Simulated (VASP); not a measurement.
Al2O3: single point with PBE

Al2O3:

```
Al O
1.0
     7.22671    0.00000    0.00000
     0.00000    4.93854    0.00000
     0.00000    0.00000    5.09201
Al O
8 12
Cartesian
  2.8303 1.2438 0.1454
  4.3964 1.2438 2.4006
  0.7830 1.2254 2.6914
  6.4437 1.2254 4.9466
  4.3964 3.6947 4.9466
  2.8303 3.6947 2.6914
  6.4437 3.7131 2.4006
  0.7830 3.7131 0.1454
  4.7229 0.5258 0.5123
  2.5038 0.5258 2.0337
  6.1172 1.9435 3.0583
  1.1095 1.9435 4.5797
  2.5038 4.4127 4.5797
  4.7229 4.4127 3.0583
  1.1095 2.9951 2.0337
  6.1172 2.9951 0.5123
  0.0000 0.2354 1.2730
  3.6134 2.2339 3.8190
  0.0000 4.7031 3.8190
  3.6134 2.7047 1.2730
```

| Property | Result |
| --- | --- |
| Program | VASP 6.6.1 |
| Task | single point |
| Functional | PBE |
| Potentials or basis | VASP PAW PBE potentials, release 64 (Al, O) |
| Cutoff | 520 eV |
| k mesh | 4 × 6 × 6 |
| Occupations | gaussian, width 0.02 eV |
| Spin | no spin polarisation |

```
Pressure               : -12.0 GPa
Largest force          : 0.009 eV/Å
Band gap on the k mesh : 4.67 eV
```

Forces on the atoms (eV/Å):
```
Al  -0.007  0.001  0.006
Al   0.007  0.001 -0.006
Al   0.007 -0.001  0.006
Al  -0.007 -0.001 -0.006
Al   0.007 -0.001 -0.006
Al  -0.007 -0.001  0.006
Al  -0.007  0.001 -0.006
Al   0.007  0.001  0.006
O    0.007  0.003 -0.002
O   -0.007  0.003  0.002
O   -0.007 -0.003 -0.002
O    0.007 -0.003  0.002
O   -0.007 -0.003  0.002
O    0.007 -0.003 -0.002
O    0.007  0.003  0.002
O   -0.007  0.003 -0.002
O    0.000 -0.008  0.000
O    0.000  0.008  0.000
O    0.000  0.008  0.000
O    0.000 -0.008  0.000
```

Levels at points of the mesh, in eV from the valence-band top:
| k point | band 45 | band 46 | band 47 | band 48 | band 49 | band 50 | band 51 | band 52 |
| --- | --- | --- | --- | --- | --- | --- | --- | --- |
| (0.00, 0.00, 0.00) | -0.44 | -0.13 | -0.12 | 0.00 | 4.67 | 7.96 | 7.99 | 8.57 |
| (0.50, 0.00, 0.00) | -0.25 | -0.25 | -0.09 | -0.09 | 6.21 | 6.21 | 8.92 | 8.92 |
| (0.00, 0.50, 0.00) | -0.46 | -0.46 | -0.07 | -0.07 | 7.20 | 7.20 | 8.06 | 8.06 |
| (0.50, 0.50, 0.00) | -0.22 | -0.22 | -0.13 | -0.13 | 7.81 | 7.81 | 7.82 | 7.82 |
| (0.00, 0.00, 0.50) | -0.22 | -0.22 | -0.10 | -0.10 | 7.23 | 7.23 | 8.01 | 8.01 |
| (0.50, 0.00, 0.50) | -0.27 | -0.27 | -0.27 | -0.27 | 7.75 | 7.75 | 7.75 | 7.75 |
| (0.00, 0.50, 0.50) | -0.21 | -0.21 | -0.21 | -0.21 | 8.34 | 8.34 | 8.34 | 8.34 |
| (0.50, 0.50, 0.50) | -0.43 | -0.43 | -0.43 | -0.43 | 8.26 | 8.26 | 8.26 | 8.26 |

Wall time 20 min on 1 thread of Intel(R) Xeon(R) 6975P-C (Granite Rapids) (shared host), peak memory 0.48 GiB.

Caveat: the cell stands under tension. A k mesh can miss the band edges.
